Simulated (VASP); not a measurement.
Set up this calculation in VASP 6.6.1, as the native input.

| Quantity | Value |
| --- | --- |
| Task | electric field gradients |
| Functional | LDA |
| Potentials or basis | VASP PAW LDA potentials, release 64 (Ag) |
| Cutoff | 520 eV |
| k mesh | 15 × 15 × 15 |
| Occupations | fermi-dirac, width 0.05 eV |
| Spin | no spin polarisation |
| Dipole correction | no |
| Further INCAR settings | ALGO = Normal; EDIFF = 1e-08; NBANDS = 12 |

The structure of Ag lies in POSCAR:

```
Ag
1.0
   -0.0612930000      2.0124535000      2.0124535000
    2.0124535000     -0.0612930000      2.0124535000
    2.0124535000      2.0124535000     -0.0612930000
Ag
1
Direct
    0.0000000000      0.0000000000      0.0000000000
```

This cell differs from its parent crystal: equal xy, yz and zx shear strains of -3 %.

The input as run:

INCAR

```
SYSTEM = Ag
PREC = Accurate
ENCUT = 520
EDIFF = 1E-8
ISMEAR = -1
SIGMA = 0.05
LREAL = .False.
LASPH = .True.
NELM = 100
ALGO = Normal
ISIF = 2
LWAVE = .False.
LCHARG = .False.
LEFG = .True.
NBANDS = 12
```

KPOINTS

```
regular mesh
0
Gamma
  15 15 15
  0 0 0
```

Potentials or basis: VASP PAW LDA potentials, release 64 (Ag).

Launch:

```bash
$ cat potpaw_LDA.64/Ag/POTCAR > POTCAR
$ mpirun -np 1 vasp_std > vasp.out
```

Results of the run:

| Item | Value |
| --- | --- |
| Pressure | -6.9 GPa |

Caveat: the cell differs from its parent crystal (equal xy, yz and zx shear strains of -3 %); without QUAD_EFG the Cq values of the log hold for a quadrupole moment of 1 mb, not for the nuclei.

It took 95 s on 1 thread of Intel Xeon 6975P-C (shared host), peak memory 0.19 GiB.
